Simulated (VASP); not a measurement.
**Ti6H: single point with PBE**

System: Ti6H, a slab with vacuum.

```
Ti H
1.0
     2.83217    0.00000    0.00000
     0.00000    4.57954    0.00000
     0.00000    0.00000   23.55109
Ti H
6 1
Direct
  0.50000 0.00000 0.16984
  0.00000 0.50000 0.22598
  0.50000 0.00000 0.28211
  0.50000 0.50000 0.33949
  0.00000 0.00000 0.39402
  0.50000 0.50000 0.44801
  0.50000 0.50000 0.60384
```

```json
{
 "Program": "VASP 6.6.1",
 "Task": "single point",
 "Functional": "PBE",
 "Potentials or basis": "VASP PAW PBE potentials, release 64 (Ti_sv, H)",
 "Cutoff": "520 eV",
 "k mesh": "9 × 6 × 1",
 "Occupations": "gaussian, width 0.1 eV",
 "Spin": "no spin polarisation"
}
```

- Largest force: 0.600 eV/Å
- Band gap on the k mesh: zero (an odd number of electrons rules out a gap without spin polarisation)

Forces in eV/Å, atoms in the order of the input:
```
Ti   0.000  0.000  0.371
Ti   0.000  0.000  0.021
Ti   0.000  0.000 -0.363
Ti   0.000  0.000 -0.085
Ti   0.000  0.000 -0.107
Ti   0.000  0.000  0.600
H    0.000  0.000 -0.436
```

Levels at points of the mesh, in eV from the Fermi level:
| k point | band 34 | band 35 | band 36 | band 37 | band 38 | band 39 | band 40 | band 41 |
| --- | --- | --- | --- | --- | --- | --- | --- | --- |
| (0.00, 0.00, 0.00) | -0.68 | -0.60 | -0.16 | -0.02 | 0.07 | 0.20 | 0.35 | 0.52 |
| (0.00, 0.50, 0.00) | -0.43 | -0.43 | -0.25 | -0.23 | 0.24 | 0.28 | 0.40 | 0.43 |

It took 7.5 min on 1 thread of Intel(R) Xeon(R) Platinum 8488C (Sapphire Rapids), on a shared host, peak memory 0.48 GiB.
